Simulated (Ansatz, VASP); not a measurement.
**One calculation of Si, two programs**

```
Si
1.0
     0.00000    2.64834    0.00000
     2.64834    0.00000    0.00000
     1.32417    1.32417   -2.10226
Si
1
Direct
  0.00000 0.00000 0.00000
```

Alike in both runs: task single point; functional PBE; k mesh 16 × 16 × 16; occupations fermi-dirac, width 0.0251 eV; no spin polarisation.

|  | VASP | Ansatz |
| --- | --- | --- |
| version | VASP 6.6.1 | Ansatz 0.2.0 |
| potentials or method | VASP PAW PBE potentials, release 64 (Si), cutoff 520 eV | PAW plane waves |
| valence electrons in the cell | 4 | 4 |

|  | VASP | Ansatz | Ansatz less VASP |
| --- | --- | --- | --- |
| pressure (GPa) | -1.0 | -1.0 | +0.03 |
| traceless stress, the component that is largest in VASP (GPa) | 2.23 | 2.22 | -0.011 |

The functional is the same, so the differences come from potentials, cutoffs and numerics.
